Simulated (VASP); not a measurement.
# VH2 (I4/mmm) in VASP: further runs

The runs below take VH2 through single point, with PBEsol.

Program: VASP 6.6.1. These are calculated values, not measurements. Logs are shortened: lines on timing, memory, paths and dates and some standing lists are left out, and cuts for length are marked.

## (1) The cell of the first run

The structure is tetragonal, space group I4/mmm (No. 139). Conventional cell: a = 2.920 Å, b = 2.920 Å, c = 4.289 Å, α = 90.00°, β = 90.00°, γ = 90.00°. Within 2.4 Å of V (site symmetry 4/mmm) lie 8 H at 1.81 Å. Within 2.4 Å of H (site symmetry -4m2) lie 4 V at 1.81 Å and 6 H at 2.06 to 2.14 Å.

## (2) Single point, PBEsol (uniaxial strain along c: +3.0 %, then relaxed in part)

The input, INCAR:

```
SYSTEM = VH2
  PREC = Accurate
  ENCUT = 520
  EDIFF = 1E-6
  ISMEAR = 0
  SIGMA = 0.1
  LREAL = .False.
  LASPH = .True.
  NELM = 80
  ALGO = Normal
  ISIF = 2
  LWAVE = .False.
  LCHARG = .False.
  GGA = PS
  NBANDS = 24
```

The input, KPOINTS:

```
Automatic mesh
0
Gamma
  12 12 8
  0 0 0
```

The input, POSCAR:

```
VH2
1.0
    2.0644634028      2.0644634028      0.0000000000
   -2.0644634028      2.0644634028      0.0000000000
    0.0000000000      0.0000000000      4.2891017638
V H
2 4
Direct
    0.0000000000      0.0000000000      0.0000000000
    0.5000000000      0.5000000000      0.5000000000
    0.0000000000      0.5000000000      0.7500000000
    0.5000000000      0.0000000000      0.7500000000
    0.5000000000      0.0000000000      0.2500000000
    0.0000000000      0.5000000000      0.2500000000
```

Potentials or basis: VASP PAW PBE potentials, release 64 (V_sv, H).

On the command line:

```sh
cat potpaw_PBE.64/V_sv/POTCAR potpaw_PBE.64/H/POTCAR > POTCAR
mpirun -np 1 vasp_std > vasp.out
```

OUTCAR:

```text
SYSTEM = VH2
   PREC = Accurate
   ENCUT = 520
   EDIFF = 1E-6
   ISMEAR = 0
   LREAL = .False.
   LASPH = .True.
   NELM = 80
   ISIF = 2
   GGA = PS

 ion  position               nearest neighbor table
   1  0.000  0.000  0.000-   3 1.81   4 1.81   5 1.81   6 1.81   3 1.81   6 1.81   4 1.81   5 1.81

   2  0.500  0.500  0.500-   3 1.81   4 1.81   5 1.81   6 1.81   4 1.81   5 1.81   3 1.81   6 1.81

   3  0.000  0.500  0.750-   1 1.81   2 1.81   1 1.81   2 1.81
   4  0.500  0.000  0.750-   1 1.81   2 1.81   2 1.81   1 1.81
   5  0.500  0.000  0.250-   1 1.81   2 1.81   2 1.81   1 1.81
   6  0.000  0.500  0.250-   1 1.81   2 1.81   1 1.81   2 1.81

  LATTYP: Found a simple tetragonal cell.
 ALAT       =     2.9195921433
 C/A-ratio  =     1.4690756631

  Lattice vectors:

 A1 = (   2.0644634028,   2.0644634028,   0.0000000000)
 A2 = (  -2.0644634028,   2.0644634028,   0.0000000000)
 A3 = (   0.0000000000,   0.0000000000,   4.2891017638)

Analysis of symmetry for initial positions (statically):
=====================================================================
 Subroutine PRICEL returns following result:

  LATTYP: Found a body centered tetragonal cell.
 ALAT       =     2.9195921433
 C/A-ratio  =     1.4690756631

  Lattice vectors:

 A1 = (   2.0644634028,   0.0000000000,  -2.1445508819)
 A2 = (  -2.0644634028,   0.0000000000,  -2.1445508819)
 A3 = (   0.0000000000,   2.0644634028,   2.1445508819)

   2 primitive cells build up your supercell.

 Routine SETGRP: Setting up the symmetry group for a
 simple tetragonal supercell.

 Subroutine GETGRP returns: Found 16 space group operations
 (whereof 16 operations were pure point group operations)
 out of a pool of 16 trial point group operations.

The static configuration has the point symmetry D_4h.

Analysis of symmetry for dynamics (positions and initial velocities):
=====================================================================
 Subroutine PRICEL returns following result:

  LATTYP: Found a body centered tetragonal cell.
 ALAT       =     2.9195921433
 C/A-ratio  =     1.4690756631

  Lattice vectors:

 A1 = (   2.0644634028,   0.0000000000,  -2.1445508819)
 A2 = (  -2.0644634028,   0.0000000000,  -2.1445508819)
 A3 = (   0.0000000000,   2.0644634028,   2.1445508819)

   2 primitive cells build up your supercell.

 Routine SETGRP: Setting up the symmetry group for a
 simple tetragonal supercell.

 Subroutine GETGRP returns: Found 16 space group operations
 (whereof 16 operations were pure point group operations)
 out of a pool of 16 trial point group operations.

The dynamic configuration has the point symmetry D_4h.

 Subroutine INISYM returns: Found 16 space group operations
 (whereof 16 operations are pure point group operations),
 and found     2 'primitive' translations

----------------------------------------------------------------------------------------

                                     Primitive cell

  volume of cell :      18.2802

  direct lattice vectors                    reciprocal lattice vectors
     2.064463403  0.000000000 -2.144550882     0.242193685  0.242193685 -0.233149050
    -2.064463403  0.000000000 -2.144550882    -0.242193685  0.242193685 -0.233149050
     0.000000000  2.064463403  2.144550882     0.000000000  0.484387371  0.000000000

  length of vectors
     2.976761265  2.976761265  2.976761265     0.414335663  0.414335663  0.484387371

  position of ions in fractional coordinates (direct lattice)
     0.000000000  0.000000000  0.000000000
     0.250000000  0.750000000  0.500000000
     0.750000000  0.250000000  0.500000000

  ion indices of the primitive-cell ions
   primitive index   ion index
                 1           1
                 2           3
                 3           4

----------------------------------------------------------------------------------------

 KPOINTS: Automatic mesh

Automatic generation of k-mesh.
 Grid dimensions read from file:
 generate k-points for:   12   12    8

 Generating k-lattice:

  Cartesian coordinates                     Fractional coordinates (reciprocal lattice)
     0.020182807  0.020182807  0.000000000     0.083333333  0.000000000  0.000000000
    -0.020182807  0.020182807  0.000000000     0.000000000  0.083333333  0.000000000
     0.000000000  0.000000000  0.029143631     0.000000000  0.000000000  0.125000000

  Length of vectors
     0.028542800  0.028542800  0.029143631

  Shift w.r.t. Gamma in fractional coordinates (k-lattice)
     0.000000000  0.000000000  0.000000000

 Subroutine IBZKPT returns following result:
 ===========================================

 Found    140 irreducible k-points:

 Following reciprocal coordinates:
            Coordinates               Weight
  0.000000  0.000000  0.000000      1.000000
  0.083333  0.000000  0.000000      4.000000
  0.166667  0.000000  0.000000      4.000000
  0.250000  0.000000  0.000000      4.000000
  0.333333  0.000000  0.000000      4.000000
  0.416667  0.000000  0.000000      4.000000
[... 16 lines left out ...]
  0.333333  0.333333  0.000000      4.000000
  0.416667  0.333333  0.000000      8.000000
 [... further k-points ...]
   k-points           NKPTS =    140   k-points in BZ     NKDIM =    140   number of bands    NBANDS=     24
   number of dos      NEDOS =    301   number of ions     NIONS =      6
   total plane-waves  NPLWV =  18432
   dimension x,y,z NGX =    24 NGY =   24 NGZ =   32
   dimension x,y,z NGXF=    48 NGYF=   48 NGZF=   64
   ions per type =               2   4
   NGX,Y,Z   is equivalent  to a cutoff of  13.67, 13.67, 12.40 a.u.
   NGXF,Y,Z  is equivalent  to a cutoff of  27.33, 27.33, 24.81 a.u.
 SYSTEM =  VH2
   PREC   = accura    normal or accurate (medium, high low for compatibility)
   ISTART =      0    job   : 0-new  1-cont  2-samecut
   ICHARG =      2    charge: 1-file 2-atom 10-const
   ISPIN  =      1    spin polarized calculation?
   LNONCOLLINEAR =      F non collinear calculations
   LSORBIT =      F    spin-orbit coupling
   LASPH  =      T    aspherical Exc in radial PAW
   ENCUT  =  520.0 eV  38.22 Ry    6.18 a.u.   5.43  5.43  7.97*2*pi/ulx,y,z
   NELM   =     80;   NELMIN=  2; NELMDL= -5     # of ELM steps
   EDIFF  = 0.1E-05   stopping-criterion for ELM
   LREAL  =      F    real-space projection
   EDIFFG = 0.1E-04   stopping-criterion for IOM
   NSW    =      0    number of steps for IOM
   IBRION =     -1    ionic relax: 0-MD 1-quasi-New 2-CG
   NFREE  =      0    steps in history (QN), initial steepest desc. (CG)
   ISIF   =      2    stress and relaxation
   ISYM   =      2    0-nonsym 1-usesym 2-fastsym
   POTIM  = 0.5000    time-step for ionic-motion
   TEBEG  =    0.0;   TEEND  =   0.0 temperature during run
   PSTRESS=    0.0 pullay stress
   NELECT =      30.0000    total number of electrons
   NUPDOWN=      -1.0000    fix difference up-down
   EMIN   =  10.00;   EMAX   =-10.00  energy-range for DOS
   EFERMI =   0.00;   METHOD = LEGACY
   ISMEAR =     0;   SIGMA  =   0.10  broadening in eV -4-tet -1-fermi 0-gaus
   EFERMI_NEDOS =   21; number of points for ismear=-14 and -15
   IALGO  =     38    algorithm
   IMIX   =      4    mixing-type and parameters
     AMIX     =   0.40;   BMIX     =  1.00
     AMIX_MAG =   1.60;   BMIX_MAG =  1.00
  volume/ion in A,a.u.               =       6.09        41.12
  Fermi-wavevector in a.u.,A,eV,Ry     =   1.532657  2.896302 31.960600  2.349038
  Thomas-Fermi vector in A             =   2.639833
   LORBIT       =      0    0 simple, 1 ext, 2 COOP (PROOUT), +10 PAW based schemes
   GGA     = PS    functional components
   LHFCALC =     F    Hartree Fock is set to
   AEXX    =    0.0000 exact exchange contribution
   IVDW    =     0    specifies the selected vdW correction
   LEPSILON=     F    determine dielectric tensor
   LRPA    =     F    only Hartree local field effects (RPA)
 non-spin polarized calculation
 Gauss-broadening in eV      SIGMA  =   0.10
  energy-cutoff  :      520.00
  volume of cell :       36.56
 maximum number of plane-waves:      1002
 NGX is ok and might be reduce to    24
   NGX = 11   NGY = 11   NGZ = 15

 number of electron      30.0000002 magnetization

 Free energy of the ion-electron system (eV)
  ---------------------------------------------------
  ext. energy  EPLUGINS =         0.00000000
  ---------------------------------------------------
  free energy    TOTEN  =       -34.14781628 eV

  energy without entropy =      -34.13336023  energy(sigma->0) =      -34.14058825

 E-fermi :   8.6390     XC(G=0): -12.6064

 val. band max:        8.6052026724   @ k =   0.4167   0.2500   0.3750
 cond. band min:       8.6433585906   @ k =   0.3333   0.2500   0.2500
 fundamental gap:      0.0381559182
 Fermi energy:         8.6390151609

 k-point     1 :       0.0000    0.0000    0.0000
  band No.  band energies     occupation
      1     -55.6395      2.00000
      2     -55.5612      2.00000
      3     -29.8300      2.00000
      4     -29.5327      2.00000
      5     -29.5327      2.00000
      6     -29.4276      2.00000
[... 16 lines left out ...]
     23      17.2407      0.00000
     24      17.2407      0.00000

 k-point     2 :       0.0833    0.0000    0.0000
  band No.  band energies     occupation
      1     -55.6366      2.00000
      2     -55.5609      2.00000
      3     -29.8210      2.00000
      4     -29.5476      2.00000
      5     -29.5294      2.00000
      6     -29.4321      2.00000
[... 16 lines left out ...]
     23      15.6742      0.00000
     24      17.5177      0.00000

 k-point     3 :       0.1667    0.0000    0.0000
  band No.  band energies     occupation
      1     -55.6282      2.00000
      2     -55.5603      2.00000
      3     -29.7947      2.00000
      4     -29.5877      2.00000
      5     -29.5197      2.00000
      6     -29.4811      2.00000
[... 16 lines left out ...]
     23      15.4304      0.00000
     24      18.2789      0.00000
[... 514 lines left out ...]
 k-point    23 :       0.3333    0.3333    0.0000
  band No.  band energies     occupation
      1     -55.5736      2.00000
      2     -55.5539      2.00000
      3     -29.7458      2.00000
      4     -29.7196      2.00000
      5     -29.6270      2.00000
      6     -29.5665      2.00000
[... 16 lines left out ...]
     23      15.9535      0.00000
     24      16.3971      0.00000

 k-point    24 :       0.4167    0.3333    0.0000
  band No.  band energies     occupation
      1     -55.5644      2.00000
      2     -55.5542      2.00000
      3     -29.7724      2.00000
      4     -29.7590      2.00000
      5     -29.5961      2.00000
      6     -29.5649      2.00000
[... 16 lines left out ...]
     23      15.9920      0.00000
     24      16.5740      0.00000

 [... further k-points ...]

------------------------ aborting loop because EDIFF is reached ----------------------------------------

  FORCE on cell =-STRESS in cart. coord.  units (eV):
  Direction    XX          YY          ZZ          XY          YZ          ZX
  --------------------------------------------------------------------------------------
  -------------------------------------------------------------------------------------
  Total        0.0190511      0.0190511     -1.5587088      0.0000000      0.0000000     -0.0000000
  in kB        0.8348719      0.8348719    -68.3069427      0.0000000      0.0000000     -0.0000000
  external PRESSURE =     -22.2123996 kB  Pullay stress =       0.0000000 kB

 VOLUME and BASIS-vectors are now :
 -----------------------------------------------------------------------------
  energy-cutoff  :      520.00
  volume of cell :       36.56
      direct lattice vectors                 reciprocal lattice vectors
     2.064463403  2.064463403  0.000000000     0.242193685  0.242193685  0.000000000
    -2.064463403  2.064463403  0.000000000    -0.242193685  0.242193685  0.000000000
     0.000000000  0.000000000  4.289101764     0.000000000  0.000000000  0.233149050

 POSITION                                       TOTAL-FORCE (eV/Angst)
 -----------------------------------------------------------------------------------
      0.00000      0.00000      0.00000         0.000000     -0.000000      0.000000
      0.00000      2.06446      2.14455         0.000000     -0.000000     -0.000000
     -1.03223      1.03223      3.21683        -0.000000      0.000000      0.000000
      1.03223      1.03223      3.21683        -0.000000      0.000000     -0.000000
      1.03223      1.03223      1.07228        -0.000000      0.000000      0.000000
     -1.03223      1.03223      1.07228        -0.000000      0.000000      0.000000
 -----------------------------------------------------------------------------------
    total drift:                               -0.000000      0.000000     -0.000000

  FREE ENERGIE OF THE ION-ELECTRON SYSTEM (eV)
  ---------------------------------------------------
  free  energy   TOTEN  =       -34.1478162787 eV

  energy  without entropy=      -34.1333602306  energy(sigma->0) =      -34.14058825
```

Wall time 40 s (1 thread of AMD EPYC 9R45 (Zen 5), shared host); peak memory 0.19 GiB.

Results:

- Free energy: -34.1478 eV
- Pressure: -2.2 GPa
- Band gap on the k mesh: zero (bands 15 and 16 overlap by 2.54 eV)

Caveat: the cell differs from its parent crystal (uniaxial strain along c: +3.0 %, then relaxed in part); the PAW data sets were made with another functional, which shifts forces and pressure a little.

## (3) Single point, PBEsol (uniaxial strain along c: +3.0 %)

The input, INCAR:

```
PREC = Accurate ; ENCUT = 520
EDIFF = 1E-7 ; ISMEAR = 0
SIGMA = 0.1 ; LREAL = False
LASPH = True ; NELM = 80
ALGO = Normal ; ISIF = 2
LWAVE = False ; LCHARG = True
GGA = PS ; LELF = True
LVHAR = True ; NBANDS = 24
```

The input, KPOINTS:

```
regular mesh
0
Gamma
  12 12 8
```

POSCAR, as its differences from that of step 2:

```diff
@@ -2,4 +2,4 @@
 1.0
-    2.0644634028      2.0644634028      0.0000000000
-   -2.0644634028      2.0644634028      0.0000000000
+    2.0664725731      2.0664725731      0.0000000000
+   -2.0664725731      2.0664725731      0.0000000000
     0.0000000000      0.0000000000      4.2891017638
```

Potentials or basis: VASP PAW PBE potentials, release 64 (V_sv, H).

On the command line:

```sh
cat potpaw_PBE.64/V_sv/POTCAR potpaw_PBE.64/H/POTCAR > POTCAR
mpirun -np 1 vasp_std > vasp.out
```

Wall time 43 s (1 thread of AMD EPYC 9R45 (Zen 5), shared host); peak memory 0.19 GiB.

It converged, with:

| Quantity | Value |
| --- | --- |
| Free energy | -34.1479 eV |
| Pressure | -2.6 GPa |
| Band gap on the k mesh | zero (bands 15 and 16 overlap by 2.54 eV) |

Stress tensor (GPa, compression positive):
```
-0.33  0.00  0.00
 0.00 -0.33  0.00
 0.00  0.00 -7.06
```

Levels at points of the mesh, in eV from the Fermi level:
| k point | band 13 | band 14 | band 15 | band 16 | band 17 | band 18 |
| --- | --- | --- | --- | --- | --- | --- |
| (0.00, 0.00, 0.00) | -1.15 | -0.95 | -0.95 | 0.65 | 0.95 | 1.35 |
| (0.50, 0.00, 0.00) | -1.59 | -1.59 | 0.15 | 0.15 | 0.44 | 0.44 |
| (0.50, 0.50, 0.00) | -3.78 | -3.78 | 1.61 | 1.61 | 1.70 | 1.70 |
| (0.00, 0.00, 0.50) | -1.00 | -1.00 | 0.06 | 0.06 | 0.06 | 0.06 |
| (0.50, 0.00, 0.50) | -1.03 | -1.03 | -0.75 | -0.75 | 1.55 | 1.55 |
| (0.50, 0.50, 0.50) | -2.86 | -2.86 | 0.25 | 0.25 | 1.85 | 1.85 |

Caveat: the cell differs from its parent crystal (uniaxial strain along c: +3.0 %); the PAW data sets were made with another functional, which shifts forces and pressure a little.
